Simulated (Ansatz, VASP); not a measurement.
## Two plane-wave programs on Ta

```
CELL_PARAMETERS angstrom
2.89955 0.00000 0.00000
-1.44978 2.51109 0.00000
0.00000 0.00000 2.73347
ATOMIC_POSITIONS crystal
Ta 0.00000 0.00000 0.00000
```

Alike in both runs: task relaxation of cell and atoms; functional PBE; k mesh 24 × 24 × 20; occupations gaussian, width 0.1 eV; no spin polarisation.

```csv
,VASP,Ansatz
version,VASP 6.6.1,Ansatz 0.2.0
potentials or method,"VASP PAW PBE potentials, release 64 (Ta_pv), cutoff 600 eV","scalar-relativistic, plane waves, PAW"
valence electrons in the cell,11,13
```

|  | VASP | Ansatz | Ansatz less VASP |
| --- | --- | --- | --- |
| gap on the k mesh at the Fermi level, each at its own relaxed structure (eV) | none | none | - |
| relaxed volume (Å³/atom) | 19.78 | 19.77 | -0.012 |
| relaxed cell length with the largest relative difference (Å) | 2.740 | 2.739 | -0.0010 |

A gap of «none» marks a metal or a gap that the smearing closes. VASP's potentials hold 11 valence electrons a cell and Ansatz's 13, so a difference there can come from the potentials and not from the codes.

Neither program's run includes spin-orbit coupling.
